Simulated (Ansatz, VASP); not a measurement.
**One calculation of Ge5S, two programs**

```
Ge S
1.0
     0.00000    3.91087    3.91087
     3.91087    0.00000    3.91087
     3.91087    3.91087    0.00000
Ge S
5 1
Direct
  0.12471 0.62510 0.62510
  0.62510 0.62510 0.62510
  0.62510 0.12471 0.62510
  0.62510 0.62510 0.12471
  0.25000 0.25000 0.25000
  0.00000 0.00000 0.00000
```

Change from the starting cell: species swapped into the Be5Au type (F-43m, No. 216).

Alike in both runs: functional PBE; k mesh 8 × 8 × 8; occupations gaussian, width 0.1 eV; no spin polarisation.

Ansatz relaxed the structure, and its values are those at the end. VASP's run is a single point on that final structure, the one shown.

|  | VASP | Ansatz |
| --- | --- | --- |
| version | VASP 6.6.1 | Ansatz 0.2.0 |
| potentials or method | VASP PAW PBE potentials, release 64 (Ge_d, S), cutoff 520 eV | scalar-relativistic, plane waves, PAW |
| valence electrons in the cell | 76 | 76 |

|  | VASP | Ansatz | Ansatz less VASP |
| --- | --- | --- | --- |
| gap on the k mesh at the Fermi level (eV) | none | none | - |
| pressure (GPa) | 0.0 | 0.0 | -0.02 |

A gap of «none» marks a metal or a gap that the smearing closes.
